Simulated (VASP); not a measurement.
# Si8GeSb3S2 in VASP: notebook

Runs on Si8GeSb3S2. Level: PBE+D3(BJ). Tasks: single point.

All numbers are computed with VASP 6.6.1; they aren't measurements. Logs are shortened: lines on timing, memory, paths and dates and some standing lists are left out, and cuts for length are marked.

### Step 1. The cell of the first run

The cell holds an amorphous packing of atoms, 14 atoms: a = 6.985 Å, b = 6.848 Å, c = 7.102 Å, α = 93.62°, β = 90.10°, γ = 90.67°.

### Step 2. Single point, PBE+D3(BJ)

INCAR reads:

```
SYSTEM = Si8GeSb3S2
PREC     = Accurate       ! precision mode
ENCUT    = 520            ! plane-wave cutoff, eV
EDIFF    = 1E-6           ! SCF threshold, eV
ISMEAR   = -1             ! smearing method
SIGMA    = 0.1181         ! smearing width, eV
LREAL    = .False.        ! projectors in reciprocal space
LASPH    = .True.         ! aspherical terms in the spheres
NELM     = 80             ! most SCF steps
ALGO     = Normal         ! electronic algorithm
ISIF     = 2              ! what is computed and relaxed
LWAVE    = .False.        ! write WAVECAR
LCHARG   = .False.        ! write CHGCAR
GGA      = PE             ! functional
IVDW     = 12             ! dispersion correction
ISYM     = 0            
NBANDS   = 50             ! bands
```

KPOINTS reads:

```
Automatic mesh
0
Gamma
  1 1 1
  0.25 0.25 0.25
```

POSCAR reads:

```
Si8GeSb3S2
1.0
    6.9844320000     -0.0408370000     -0.0068710000
   -0.0408370000      6.8442120000     -0.2202700000
   -0.0068710000     -0.2202700000      7.0988770000
Ge S Sb Si
1 2 3 8
Direct
    0.4237555693      0.5220820795      0.7270691750
    0.6648072528      0.4960462768      0.4594685898
    0.2154926514      0.6343291313      0.2323783505
    1.0642582356      0.2706708159      0.5898548713
    0.1143437558      0.3244822570      0.0380301508
    0.9351588116      0.9591098555      0.1643079045
    0.2021756852      0.7528952108      0.5532446015
    0.4683369509      0.8151603904      0.0825035174
   -0.1338289623      0.6967920171      0.6263742616
    0.4955045213      0.1431811031      0.1566800091
    0.4728100584     -0.0110763198      0.4958558793
    0.7912846347      1.0461811672      0.5192582210
    0.3295909161     -0.0341787218      0.8013532383
    0.7768672040      0.6256588046      0.0235963688
```

Potentials or basis: VASP PAW PBE potentials, release 64 (Ge_d, S, Sb, Si).

Started as:

```sh
> cat potpaw_PBE.64/Ge_d/POTCAR potpaw_PBE.64/S/POTCAR potpaw_PBE.64/Sb/POTCAR potpaw_PBE.64/Si/POTCAR > POTCAR
> mpirun -np 1 vasp_std > vasp.out
```

OUTCAR:

```text
SYSTEM = Si8GeSb3S2
   PREC = Accurate
   ENCUT = 520
   EDIFF = 1E-6
   ISMEAR = -1
   LREAL = .False.
   LASPH = .True.
   NELM = 80
   ISIF = 2
   GGA = PE
   IVDW = 12
   ISYM = 0
 IVDW          = 12

 ion  position               nearest neighbor table
   1  0.424  0.522  0.727-   2 2.54   7 2.59   4 3.15
   2  0.665  0.496  0.459-   9 2.24   1 2.54
   3  0.215  0.634  0.232-   7 2.37   8 2.43   5 2.55   6 3.04
   4  0.064  0.271  0.590-  12 2.47   1 3.15   5 3.20   9 3.24  13 3.24   7 3.45   6 3.69
   5  0.114  0.324  0.038-   3 2.55   6 2.97  10 3.09  14 3.16   4 3.20  13 3.27
   6  0.935  0.959  0.164-  14 2.66  12 2.75   5 2.97   3 3.04  10 3.33   8 3.43   4 3.69
   7  0.202  0.753  0.553-   3 2.37  13 2.38   9 2.44  11 2.52   1 2.59   4 3.45
   8  0.468  0.815  0.083-  10 2.28   3 2.43  13 2.50  14 2.55  11 3.10   6 3.43
   9  0.866  0.697  0.626-   2 2.24   7 2.44  12 2.61  14 2.96   4 3.24
  10  0.496  0.143  0.157-   8 2.28  11 2.69  13 2.96   5 3.09   6 3.33
  11  0.473  0.989  0.496-  12 2.26  13 2.40   7 2.52  10 2.69   8 3.10
  12  0.791  0.046  0.519-  11 2.26   4 2.47   9 2.61   6 2.75
  13  0.330  0.966  0.801-   7 2.38  11 2.40   8 2.50  10 2.96   4 3.24   5 3.27
  14  0.777  0.626  0.024-   8 2.55   6 2.66   9 2.96   5 3.16

IMPORTANT INFORMATION: All symmetrisations will be switched off!
NOSYMM: (Re-)initialisation of all symmetry stuff for point group C_1.

----------------------------------------------------------------------------------------

                                     Primitive cell

  volume of cell :     338.9960

  direct lattice vectors                    reciprocal lattice vectors
     6.984432000 -0.040837000 -0.006871000     0.143180754  0.000859628  0.000165258
    -0.040837000  6.844212000 -0.220270000     0.000859628  0.146260071  0.004539114
    -0.006871000 -0.220270000  7.098877000     0.000165258  0.004539114  0.141008355

  length of vectors
     6.984554763  6.847877367  7.102296864     0.143183430  0.146333014  0.141081491

  position of ions in fractional coordinates (direct lattice)
     0.423755569  0.522082080  0.727069175
     0.664807253  0.496046277  0.459468590
     0.215492651  0.634329131  0.232378350
     0.064258236  0.270670816  0.589854871
     0.114343756  0.324482257  0.038030151
     0.935158812  0.959109856  0.164307904
     0.202175685  0.752895211  0.553244601
     0.468336951  0.815160390  0.082503517
     0.866171038  0.696792017  0.626374262
     0.495504521  0.143181103  0.156680009
     0.472810058  0.988923680  0.495855879
     0.791284635  0.046181167  0.519258221
     0.329590916  0.965821278  0.801353238
     0.776867204  0.625658805  0.023596369

  ion indices of the primitive-cell ions
   primitive index   ion index
                 1           1
                 2           2
                 3           3
                 4           4
                 5           5
                 6           6
                 7           7
                 8           8
                 9           9
                10          10
                11          11
                12          12
                13          13
                14          14

----------------------------------------------------------------------------------------

 KPOINTS: Automatic mesh

Automatic generation of k-mesh.
 Grid dimensions read from file:
 generate k-points for:    1    1    1

 Generating k-lattice:

  Cartesian coordinates                     Fractional coordinates (reciprocal lattice)
     0.143180754  0.000859628  0.000165258     1.000000000 -0.000000000  0.000000000
     0.000859628  0.146260071  0.004539114    -0.000000000  1.000000000  0.000000000
     0.000165258  0.004539114  0.141008355     0.000000000  0.000000000  1.000000000

  Length of vectors
     0.143183430  0.146333014  0.141081491

  Shift w.r.t. Gamma in fractional coordinates (k-lattice)
     0.250000000  0.250000000  0.250000000

 Subroutine IBZKPT returns following result:
 ===========================================

 Found      1 irreducible k-points:

 Following reciprocal coordinates:
            Coordinates               Weight
  0.250000  0.250000  0.250000      2.000000
   k-points           NKPTS =      1   k-points in BZ     NKDIM =      1   number of bands    NBANDS=     50
   number of dos      NEDOS =    301   number of ions     NIONS =     14
   total plane-waves  NPLWV = 157464
   dimension x,y,z NGX =    54 NGY =   54 NGZ =   54
   dimension x,y,z NGXF=   108 NGYF=  108 NGZF=  108
   ions per type =               1   2   3   8
   NGX,Y,Z   is equivalent  to a cutoff of  12.85, 13.11, 12.64 a.u.
   NGXF,Y,Z  is equivalent  to a cutoff of  25.71, 26.22, 25.28 a.u.
 SYSTEM =  Si8GeSb3S2
   PREC   = accura    normal or accurate (medium, high low for compatibility)
   ISTART =      0    job   : 0-new  1-cont  2-samecut
   ICHARG =      2    charge: 1-file 2-atom 10-const
   ISPIN  =      1    spin polarized calculation?
   LNONCOLLINEAR =      F non collinear calculations
   LSORBIT =      F    spin-orbit coupling
   LASPH  =      T    aspherical Exc in radial PAW
   ENCUT  =  520.0 eV  38.22 Ry    6.18 a.u.  12.99 12.73 13.21*2*pi/ulx,y,z
   NELM   =     80;   NELMIN=  2; NELMDL= -5     # of ELM steps
   EDIFF  = 0.1E-05   stopping-criterion for ELM
   LREAL  =      F    real-space projection
   EDIFFG = 0.1E-04   stopping-criterion for IOM
   NSW    =      0    number of steps for IOM
   IBRION =     -1    ionic relax: 0-MD 1-quasi-New 2-CG
   NFREE  =      0    steps in history (QN), initial steepest desc. (CG)
   ISIF   =      2    stress and relaxation
   ISYM   =      0    0-nonsym 1-usesym 2-fastsym
   POTIM  = 0.5000    time-step for ionic-motion
   TEBEG  =    0.0;   TEEND  =   0.0 temperature during run
   PSTRESS=    0.0 pullay stress
   NELECT =      73.0000    total number of electrons
   NUPDOWN=      -1.0000    fix difference up-down
   EMIN   =  10.00;   EMAX   =-10.00  energy-range for DOS
   EFERMI =   0.00;   METHOD = LEGACY
   ISMEAR =    -1;   SIGMA  =   0.12  broadening in eV -4-tet -1-fermi 0-gaus
   EFERMI_NEDOS =   21; number of points for ismear=-14 and -15
   IALGO  =     38    algorithm
   IMIX   =      4    mixing-type and parameters
     AMIX     =   0.40;   BMIX     =  1.00
     AMIX_MAG =   1.60;   BMIX_MAG =  1.00
  volume/ion in A,a.u.               =      24.21       163.40
  Fermi-wavevector in a.u.,A,eV,Ry     =   0.981260  1.854313 13.100668  0.962872
  Thomas-Fermi vector in A             =   2.112253
   LORBIT       =      0    0 simple, 1 ext, 2 COOP (PROOUT), +10 PAW based schemes
   GGA     = PE    functional components
   LHFCALC =     F    Hartree Fock is set to
   AEXX    =    0.0000 exact exchange contribution
   IVDW    =    12    specifies the selected vdW correction
   LEPSILON=     F    determine dielectric tensor
   LRPA    =     F    only Hartree local field effects (RPA)
 non-spin polarized calculation
  energy-cutoff  :      520.00
  volume of cell :      339.00
 maximum number of plane-waves:      9138
 NGX is ok and might be reduce to    54
   NGX = 25   NGY = 25   NGZ = 27

 number of electron      73.0000004 magnetization

 Free energy of the ion-electron system (eV)
  ---------------------------------------------------
  ext. energy  EPLUGINS =         0.00000000
  ---------------------------------------------------
  free energy    TOTEN  =       -62.87131908 eV

  energy without entropy =      -62.64000968  energy(sigma->0) =      -62.75566438

 E-fermi :   5.3702     XC(G=0):  -9.2698

 val. band max:        5.3660007205   @ k =   0.2500   0.2500   0.2500
 cond. band min:       5.8441878944   @ k =   0.2500   0.2500   0.2500
 fundamental gap:      0.4781871739
 Fermi energy:         5.3701718492

 k-point     1 :       0.2500    0.2500    0.2500
  band No.  band energies     occupation
      1     -19.5160      2.00000
      2     -19.5076      2.00000
      3     -19.4486      2.00000
      4     -19.4081      2.00000
      5     -19.3996      2.00000
      6      -8.5527      2.00000
[... 40 lines left out ...]
     47       8.2135      0.00000
     48       8.4043      0.00000
 [bands above 48 left out]

------------------------ aborting loop because EDIFF is reached ----------------------------------------

 Edisp (eV)   -4.79970

 E8    (eV) :    -2.0262

  FORCE on cell =-STRESS in cart. coord.  units (eV):
  Direction    XX          YY          ZZ          XY          YZ          ZX
  --------------------------------------------------------------------------------------
  -------------------------------------------------------------------------------------
  Total      -7.29798    -2.32118   -14.25123     8.01490     4.59707     8.60427
  in kB     -34.49200   -10.97045   -67.35476    37.88036    21.72686    40.66587
  external pressure =      -37.61 kB  Pullay stress =        0.00 kB

 VOLUME and BASIS-vectors are now :
 -----------------------------------------------------------------------------
  energy-cutoff  :      520.00
  volume of cell :      339.00
      direct lattice vectors                 reciprocal lattice vectors
     6.984432000 -0.040837000 -0.006871000     0.143180754  0.000859628  0.000165258
    -0.040837000  6.844212000 -0.220270000     0.000859628  0.146260071  0.004539114
    -0.006871000 -0.220270000  7.098877000     0.000165258  0.004539114  0.141008355

 POSITION                                       TOTAL-FORCE (eV/Angst)
 -----------------------------------------------------------------------------------
      2.93338      3.39578      5.04346         0.447011     -0.024571      0.128033
      4.61989      3.26669      3.14788         0.132393      0.678576      0.332047
      1.47759      4.28150      1.50842         1.291359      1.517167      0.650619
      0.43370      1.71998      4.12725         1.420644      0.704781      0.307040
      0.78511      2.20778      0.19771        -0.578188     -0.354998     -0.757282
      6.49126      6.48997      0.94871        -0.791799      0.045633      0.038470
      1.37753      5.02285      3.76019         0.406557     -0.657281     -0.692229
      3.23721      5.54183      0.40291        -0.126486     -1.626460     -0.136466
      6.01695      4.59565      4.28712        -0.668052      0.190990      0.391462
      3.45389      0.92522      1.07731         0.137830      0.494579      0.275023
      3.25852      6.63987      3.29894        -1.373818      0.306433     -0.251198
      5.52122      0.16938      3.67054        -0.033974     -1.852132     -0.266570
      2.25706      6.42031      5.47370         0.112929      0.550212      0.554292
      5.40026      4.24522      0.02436        -0.376405      0.027069     -0.573241
 -----------------------------------------------------------------------------------
    total drift:                                0.001126      0.000826      0.000083

  FREE ENERGIE OF THE ION-ELECTRON SYSTEM (eV)
  ---------------------------------------------------
  free  energy   TOTEN  =       -67.6710224698 eV

  energy  without entropy=      -67.4397130691  energy(sigma->0) =      -67.55536777
```

Wall time 42 s (1 thread of Intel Xeon Platinum 8488C (Sapphire Rapids), shared host); peak memory 0.38 GiB.

Results:

| Item | Value |
| --- | --- |
| Free energy | -67.6710 eV |
| Pressure | -3.8 GPa |
| Largest force | 2.096 eV/Å |
| Dispersion energy per atom | -0.343 eV |

Forces on the atoms (eV/Å):
```
Ge   0.447 -0.025  0.128
S    0.132  0.679  0.332
S    1.291  1.517  0.651
Sb   1.421  0.705  0.307
Sb  -0.578 -0.355 -0.757
Sb  -0.792  0.046  0.038
Si   0.407 -0.657 -0.692
Si  -0.126 -1.626 -0.136
Si  -0.668  0.191  0.391
Si   0.138  0.495  0.275
Si  -1.374  0.306 -0.251
Si  -0.034 -1.852 -0.267
Si   0.113  0.550  0.554
Si  -0.376  0.027 -0.573
```

Stress tensor (GPa, compression positive):
```
-3.45  3.79  4.07
 3.79 -1.10  2.17
 4.07  2.17 -6.74
```

Caveat: the k points lie up to 0.92 Å⁻¹ apart; spin-orbit coupling is left out, which moves the levels of the heavy elements.

### Step 3. Single point, PBE+D3(BJ)

INCAR reads:

```
PREC = Accurate ; ENCUT = 520
EDIFF = 1E-6 ; ISMEAR = -1
SIGMA = 0.0655 ; LREAL = False
LASPH = True ; NELM = 100
ALGO = Normal ; ISIF = 2
LWAVE = False ; LCHARG = False
GGA = PE ; IVDW = 12
ISYM = 0 ; NBANDS = 50
```

KPOINTS is that of step 2.

POSCAR reads:

```
Si8GeSb3S2
1.0
    6.9844320000     -0.0408370000     -0.0068710000
   -0.0408370000      6.8442120000     -0.2202700000
   -0.0068710000     -0.2202700000      7.0988770000
Ge S Sb Si
1 2 3 8
Direct
    0.4772653234      0.4937020928      0.8024865130
    0.6404375358      0.5147082960      0.5334414503
    0.2837962559      0.6218997006      0.2129432319
    0.0470615427      0.2277607286      0.5911919893
    0.1020198536      0.3217379134     -0.0027770324
    0.9339007871      1.0035469710      0.2092410002
    0.1874958336      0.7200452995      0.5245830660
    0.5255807014      0.7669132810      0.0792070708
    0.8425786723      0.7082738741      0.6733607082
    0.5286766896      0.0757444342      0.2979497692
    0.3545465716      1.0116974591      0.5700380058
    0.7077878030      0.0159675638      0.5694532227
    0.4214200175      1.0761877480      0.9495236292
    0.8382991807      0.6373691257     -0.0134798432
```

Potentials or basis: VASP PAW PBE potentials, release 64 (Ge_d, S, Sb, Si).

Started as:

```sh
> cat potpaw_PBE.64/Ge_d/POTCAR potpaw_PBE.64/S/POTCAR potpaw_PBE.64/Sb/POTCAR potpaw_PBE.64/Si/POTCAR > POTCAR
> mpirun -np 1 vasp_std > vasp.out
```

Run time: 45 s. Hardware: 1 thread of Intel Xeon Platinum 8488C (Sapphire Rapids), shared host; peak memory 0.37 GiB.

The run converged. Its results:

```yaml
Free_energy: -68.3702 eV
Pressure: -1.6 GPa
Largest_force: 1.735 eV/Å
Dispersion_energy_per_atom: -0.330 eV
```

Forces on the atoms (eV/Å):
```
Ge  -1.104 -0.203  0.199
S    0.376 -0.301 -1.179
S   -0.514 -0.248  0.714
Sb  -0.070  0.568  0.070
Sb  -0.459  0.000  0.203
Sb   0.251 -0.554 -0.563
Si   0.212 -0.563 -0.375
Si   0.077  0.783  0.187
Si   0.169  1.111 -1.317
Si   0.038 -0.085 -0.969
Si   0.306 -0.014  0.457
Si   0.783 -0.436  0.728
Si   0.014 -0.212  0.119
Si  -0.077  0.153  1.727
```

Stress tensor (GPa, compression positive):
```
-2.34  3.50  3.18
 3.50 -1.23  1.71
 3.18  1.71 -1.33
```

Levels at points of the mesh, in eV from the Fermi level:
```tsv
k point	band 34	band 35	band 36	band 37	band 38	band 39	band 40	band 41
(0.25, 0.25, 0.25)	-0.95	-0.63	-0.40	0.00	0.70	0.93	1.27	1.67
```

Caveat: the k points lie up to 0.92 Å⁻¹ apart; spin-orbit coupling is left out, which moves the levels of the heavy elements.

### Step 4. Single point, PBE+D3(BJ)

INCAR reads:

```
  PREC = Accurate
  ENCUT = 520
  EDIFF = 1E-7
  ISMEAR = -1
  SIGMA = 0.0655
  LREAL = False
  LASPH = True
  NELM = 60
  ALGO = Normal
  ISIF = 2
  LWAVE = False
  LCHARG = False
  GGA = PE
  IVDW = 12
  ISYM = 0
  NBANDS = 50
```

KPOINTS is that of step 3.

POSCAR reads:

```
Si8GeSb3S2
1.0
    6.9844320000     -0.0408370000     -0.0068710000
   -0.0408370000      6.8442120000     -0.2202700000
   -0.0068710000     -0.2202700000      7.0988770000
Ge S Sb Si
1 2 3 8
Direct
    0.4663546855      0.4906588213      0.8485743226
    0.7006557249      0.5298356540      0.5756610665
    0.3147130315      0.5654547417      0.2784591294
    0.0235409982      0.2335694867      0.5868467789
    0.0987902487      0.3509899162      0.0183960557
    0.9380705913      1.0289289577      0.2302262266
    0.2963040806      0.6817609215      0.5927276080
    0.4905618638      0.8516380680      0.1207445865
    0.8814580262      0.7478427951      0.7233283279
    0.5546552797      0.1679633961      0.2683689735
    0.3841771892      1.0358134296      0.5601718843
    0.7201939409      0.0632177192      0.7095015760
    0.4430295111      1.1241044847      0.9581486692
    0.7945700095      0.6216671982      0.0416499855
```

Started as:

```sh
> cat potpaw_PBE.64/Ge_d/POTCAR potpaw_PBE.64/S/POTCAR potpaw_PBE.64/Sb/POTCAR potpaw_PBE.64/Si/POTCAR > POTCAR
> mpirun -np 1 vasp_std > vasp.out
```

Run time: 45 s. Hardware: 1 thread of Intel Xeon Platinum 8488C (Sapphire Rapids), shared host; peak memory 0.38 GiB.

It converged, with:

```
Free energy                : -67.6141 eV
Pressure                   : -3.8 GPa
Largest force              : 2.171 eV/Å
Dispersion energy per atom : -0.338 eV
```

Forces on the atoms (eV/Å):
```
Ge   0.814  0.634 -0.391
S   -0.465 -0.308 -0.856
S    0.242  0.741  0.247
Sb   0.888  0.609  0.169
Sb  -0.327  0.044  0.385
Sb  -0.421 -0.158 -0.058
Si  -0.713  0.587 -0.512
Si   0.189 -2.149  0.248
Si   0.366  0.103  0.372
Si   0.590  0.053  1.173
Si   0.822 -0.131 -0.029
Si  -1.108 -0.965  0.433
Si  -0.390  0.169 -1.450
Si  -0.487  0.770  0.270
```

Stress tensor (GPa, compression positive):
```
-6.74  3.27  4.60
 3.27 -2.99  2.04
 4.60  2.04 -1.56
```

Levels at points of the mesh, in eV from the Fermi level:
| k point | band 35 | band 36 | band 37 | band 38 | band 39 | band 40 |
| --- | --- | --- | --- | --- | --- | --- |
| (0.25, 0.25, 0.25) | -0.55 | -0.40 | 0.00 | 0.47 | 0.72 | 0.99 |

Caveat: the k points lie up to 0.92 Å⁻¹ apart; spin-orbit coupling is left out, which moves the levels of the heavy elements.

(Part 1 of 2 ends here.)
